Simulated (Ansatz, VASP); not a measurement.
## ZrZn3N2: VASP beside Ansatz

```
CELL_PARAMETERS angstrom
3.02874 -3.22074 0.00000
3.02874 3.22074 0.00000
0.00000 0.00000 4.60750
ATOMIC_POSITIONS crystal
Zr 0.00000 0.00000 0.00000
Zn 0.00000 0.00000 0.50000
Zn 0.32223 0.32223 0.00000
Zn 0.67777 0.67777 0.00000
N 0.00000 0.50000 0.50000
N 0.50000 0.00000 0.50000
```

Alike in both runs: task single point; functional PBE; k mesh 4 × 4 × 4; occupations gaussian, width 0.1 eV; no spin polarisation.

|  | VASP | Ansatz |
| --- | --- | --- |
| version | VASP 6.6.1 | Ansatz 0.2.0 |
| potentials or method | VASP PAW PBE potentials, release 64 (Zr_sv, Zn, N), cutoff 520 eV | scalar-relativistic, plane waves, PAW |
| valence electrons in the cell | 58 | 58 |

```csv
,VASP,Ansatz,Ansatz less VASP
gap on the k mesh at the Fermi level (eV),none,none,-
rms of the force components (eV/Å),3.813,3.584,-0.2285
```

Atom by atom the forces differ by 0.229 eV/Å (rms over components). A gap of «none» marks a metal or a gap that the smearing closes. With one functional, cell and mesh, what is left measures potentials, basis and numerics.
